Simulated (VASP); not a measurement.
# CuI (Marshite) (P4/nmm) in VASP: single point with r2SCAN

Aim: the single point of CuI (Marshite) with r2SCAN.

Program: VASP 6.6.1. These are calculated values, not measurements. Logs are shortened: lines on timing, memory, paths and dates and some standing lists are left out, and cuts for length are marked.

## Step 1: The cell of the first run

The structure is tetragonal, space group P4/nmm (No. 129). Conventional cell: a = 4.023 Å, b = 4.023 Å, c = 5.651 Å, α = 90.00°, β = 90.00°, γ = 90.00°. Within 3.4 Å of Cu (site symmetry -4m2) lie 4 I at 2.60 Å and 4 Cu at 2.84 Å. Within 3.4 Å of I (site symmetry 4mm) lie 4 Cu at 2.60 Å.

## Step 2: Single point, r2SCAN

POSCAR reads:

```
CuI
1.0
    4.0229000000      0.0000000000      0.0000000000
    0.0000000000      4.0229000000      0.0000000000
    0.0000000000      0.0000000000      5.6506000000
Cu I
2 2
Direct
    0.0000000000      0.0000000000      0.0000000000
    0.5000000000      0.5000000000      0.0000000000
    0.0000000000      0.5000000000      0.2913000000
    0.5000000000      0.0000000000      0.7087000000
```

INCAR.step1 reads:

```
SYSTEM = CuI
  PREC = Accurate
  ENCUT = 520
  ISMEAR = 0
  SIGMA = 0.01
  LREAL = .False.
  LASPH = .True.
  NELM = 100
  NBANDS = 26
  GGA = PE
  ALGO = Normal
  EDIFF = 1E-4
  LWAVE = .True.
  LCHARG = .False.
```

INCAR.step2 reads:

```
SYSTEM = CuI
  PREC = Accurate
  ENCUT = 520
  EDIFF = 1E-6
  ISMEAR = 0
  SIGMA = 0.01
  LREAL = .False.
  LASPH = .True.
  NELM = 100
  ALGO = Normal
  ISIF = 2
  LWAVE = .False.
  LCHARG = .True.
  METAGGA = R2SCAN
  LMIXTAU = .True.
  LELF = .True.
  LVHAR = .True.
  NBANDS = 26
  ISTART = 1
```

KPOINTS reads:

```
Automatic mesh
0
Gamma
  4 4 4
  0 0 0
```

Potentials or basis: VASP PAW PBE potentials, release 64 (Cu, I).

Command:

```console
$ cat potpaw_PBE.64/Cu/POTCAR potpaw_PBE.64/I/POTCAR > POTCAR
$ cp INCAR.step1 INCAR
$ mpirun -np 1 vasp_std > vasp.out
$ cp INCAR.step2 INCAR
$ mpirun -np 1 vasp_std > vasp.out
```

OUTCAR:

```text
SYSTEM = CuI
   PREC = Accurate
   ENCUT = 520
   EDIFF = 1E-6
   ISMEAR = 0
   LREAL = .False.
   LASPH = .True.
   NELM = 100
   ISIF = 2
   METAGGA = R2SCAN
   ISTART = 1

 ion  position               nearest neighbor table
   1  0.000  0.000  0.000-   3 2.60   4 2.60   3 2.60   4 2.60
   2  0.500  0.500  0.000-   3 2.60   4 2.60   4 2.60   3 2.60
   3  0.000  0.500  0.291-   1 2.60   2 2.60   1 2.60   2 2.60
   4  0.500  0.000  0.709-   1 2.60   2 2.60   2 2.60   1 2.60

  LATTYP: Found a simple tetragonal cell.
 ALAT       =     4.0229000000
 C/A-ratio  =     1.4046086157

  Lattice vectors:

 A1 = (   4.0229000000,   0.0000000000,   0.0000000000)
 A2 = (   0.0000000000,   4.0229000000,   0.0000000000)
 A3 = (   0.0000000000,   0.0000000000,   5.6506000000)

Analysis of symmetry for initial positions (statically):
=====================================================================
 Subroutine PRICEL returns:
 Original cell was already a primitive cell.

 Routine SETGRP: Setting up the symmetry group for a
 simple tetragonal supercell.

 Subroutine GETGRP returns: Found 16 space group operations
 (whereof  8 operations were pure point group operations)
 out of a pool of 16 trial point group operations.

The static configuration has the point symmetry D_2d.
 The point group associated with its full space group is D_4h.

Analysis of symmetry for dynamics (positions and initial velocities):
=====================================================================
 Subroutine PRICEL returns:
 Original cell was already a primitive cell.

 Routine SETGRP: Setting up the symmetry group for a
 simple tetragonal supercell.

 Subroutine GETGRP returns: Found 16 space group operations
 (whereof  8 operations were pure point group operations)
 out of a pool of 16 trial point group operations.

The dynamic configuration has the point symmetry D_2d.
 The point group associated with its full space group is D_4h.

 Subroutine INISYM returns: Found 16 space group operations
 (whereof  8 operations are pure point group operations),
 and found     1 'primitive' translations

----------------------------------------------------------------------------------------

                                     Primitive cell

  volume of cell :      91.4478

  direct lattice vectors                    reciprocal lattice vectors
     4.022900000  0.000000000  0.000000000     0.248576897  0.000000000  0.000000000
     0.000000000  4.022900000  0.000000000     0.000000000  0.248576897  0.000000000
     0.000000000  0.000000000  5.650600000     0.000000000  0.000000000  0.176972357

[... 82 lines left out ...]
   EDIFFG = 0.1E-04   stopping-criterion for IOM
   NSW    =      0    number of steps for IOM
   IBRION =     -1    ionic relax: 0-MD 1-quasi-New 2-CG
   NFREE  =      0    steps in history (QN), initial steepest desc. (CG)
   ISIF   =      2    stress and relaxation
   ISYM   =      2    0-nonsym 1-usesym 2-fastsym
   POTIM  = 0.5000    time-step for ionic-motion
   TEBEG  =    0.0;   TEEND  =   0.0 temperature during run
   PSTRESS=    0.0 pullay stress
   NELECT =      36.0000    total number of electrons
   NUPDOWN=      -1.0000    fix difference up-down
   EMIN   =  10.00;   EMAX   =-10.00  energy-range for DOS
   EFERMI =   0.00;   METHOD = LEGACY
   ISMEAR =     0;   SIGMA  =   0.01  broadening in eV -4-tet -1-fermi 0-gaus
   EFERMI_NEDOS =   21; number of points for ismear=-14 and -15
   IALGO  =     38    algorithm
   IMIX   =      4    mixing-type and parameters
     AMIX     =   0.40;   BMIX     =  1.00
     AMIX_MAG =   1.60;   BMIX_MAG =  1.00
  volume/ion in A,a.u.               =      22.86       154.28
  Fermi-wavevector in a.u.,A,eV,Ry     =   1.199825  2.267341 19.586682  1.439581
  Thomas-Fermi vector in A             =   2.335678
   LORBIT       =      0    0 simple, 1 ext, 2 COOP (PROOUT), +10 PAW based schemes
   METAGGA = R2SCAN    functional components
   LHFCALC =     F    Hartree Fock is set to
   AEXX    =    0.0000 exact exchange contribution
   IVDW    =     0    specifies the selected vdW correction
   LEPSILON=     F    determine dielectric tensor
   LRPA    =     F    only Hartree local field effects (RPA)
 non-spin polarized calculation
 Gauss-broadening in eV      SIGMA  =   0.01
  energy-cutoff  :      520.00
  volume of cell :       91.45
 maximum number of plane-waves:      2486
 NGX is ok and might be reduce to    30
   NGX = 15   NGY = 15   NGZ = 21

 number of electron      36.0000013 magnetization

 Free energy of the ion-electron system (eV)
  ---------------------------------------------------
  ext. energy  EPLUGINS =         0.00000000
  ---------------------------------------------------
  free energy    TOTEN  =       -71.24799425 eV

  energy without entropy =      -71.24799425  energy(sigma->0) =      -71.24799425

 E-fermi :   6.5050     XC(G=0): -10.5220

 val. band max:        6.4180226350   @ k =   0.0000   0.0000   0.0000
 cond. band min:       8.5146379002   @ k =   0.0000   0.0000   0.0000
 fundamental gap:      2.0966152651
 Fermi energy:         6.5049671758

 k-point     1 :       0.0000    0.0000    0.0000
  band No.  band energies     occupation
      1      -8.8692      2.00000
      2      -7.4796      2.00000
      3      -0.3560      2.00000
      4       2.2166      2.00000
      5       2.2166      2.00000
      6       2.2654      2.00000
[... 511 lines left out ...]
     25      13.3668      0.00000
     26      13.3668      0.00000

------------------------ aborting loop because EDIFF is reached ----------------------------------------

  FORCE on cell =-STRESS in cart. coord.  units (eV):
  Direction    XX          YY          ZZ          XY          YZ          ZX
  --------------------------------------------------------------------------------------
  -------------------------------------------------------------------------------------
  Total        3.1217734      3.1217734      3.6587003      0.0000000      0.0000000      0.0000000
  in kB       54.6939032     54.6939032     64.1009377      0.0000000      0.0000000      0.0000000
  external PRESSURE =      57.8295814 kB  Pullay stress =       0.0000000 kB

 VOLUME and BASIS-vectors are now :
 -----------------------------------------------------------------------------
  energy-cutoff  :      520.00
  volume of cell :       91.45
      direct lattice vectors                 reciprocal lattice vectors
     4.022900000  0.000000000  0.000000000     0.248576897  0.000000000  0.000000000
     0.000000000  4.022900000  0.000000000     0.000000000  0.248576897  0.000000000
     0.000000000  0.000000000  5.650600000     0.000000000  0.000000000  0.176972357

 POSITION                                       TOTAL-FORCE (eV/Angst)
 -----------------------------------------------------------------------------------
      0.00000      0.00000      0.00000         0.000000      0.000000      0.000000
      2.01145      2.01145      0.00000        -0.000000     -0.000000      0.000000
      0.00000      2.01145      1.64602         0.000000     -0.000000     -0.038366
      2.01145      0.00000      4.00458         0.000000     -0.000000      0.038366
 -----------------------------------------------------------------------------------
    total drift:                                0.000000      0.000000     -0.000000

  FREE ENERGIE OF THE ION-ELECTRON SYSTEM (eV)
  ---------------------------------------------------
  free  energy   TOTEN  =       -71.2479942516 eV

  energy  without entropy=      -71.2479942516  energy(sigma->0) =      -71.24799425
```

OSZICAR.step1:

```text
N       E                     dE             d eps       ncg     rms          rms(c)
DAV:   1     0.281944507478E+03    0.28194E+03   -0.15376E+04   936   0.159E+03
DAV:   2     0.172946505493E+02   -0.26465E+03   -0.25172E+03   942   0.329E+02
DAV:   3    -0.100605106524E+02   -0.27355E+02   -0.26710E+02  1224   0.126E+02
DAV:   4    -0.113621666219E+02   -0.13017E+01   -0.12974E+01  1302   0.244E+01
DAV:   5    -0.114045701265E+02   -0.42404E-01   -0.42398E-01  1434   0.410E+00    0.108E+01
DAV:   6    -0.111754666309E+02    0.22910E+00   -0.93262E+00  1152   0.712E+01    0.708E+00
DAV:   7    -0.107053616148E+02    0.47011E+00   -0.25081E+00  1158   0.461E+01    0.368E+00
DAV:   8    -0.107156959087E+02   -0.10334E-01   -0.18003E-01  1474   0.509E+00    0.921E-01
DAV:   9    -0.107017722808E+02    0.13924E-01   -0.62103E-02  1280   0.629E+00    0.402E-01
DAV:  10    -0.107024762260E+02   -0.70395E-03   -0.45019E-03  1450   0.101E+00    0.246E-01
DAV:  11    -0.107021988031E+02    0.27742E-03   -0.14314E-03  1172   0.971E-01    0.854E-02
DAV:  12    -0.107022118184E+02   -0.13015E-04   -0.19772E-04   788   0.968E-02
   1 F= -.10702212E+02 E0= -.10702212E+02  d E =-.115222E-54
```

Wall time 2.4 min (1 thread of Intel Xeon Platinum 8259CL at 2.50GHz (Skylake/Cascade Lake), shared host); peak memory 0.21 GiB.

Results:

```yaml
Free_energy: -71.2480 eV
Pressure: 5.8 GPa
Largest_force: 0.038 eV/Å
Band_gap_on_the_k_mesh: 2.10 eV, direct
```

Forces on the atoms (eV/Å):
```
Cu   0.000  0.000  0.000
Cu   0.000  0.000  0.000
I    0.000  0.000 -0.038
I    0.000  0.000  0.038
```

Caveat: the PAW data sets were made with another functional, which shifts forces and pressure a little; spin-orbit coupling is left out, which moves the levels of the heavy elements. A k mesh can miss the band edges.
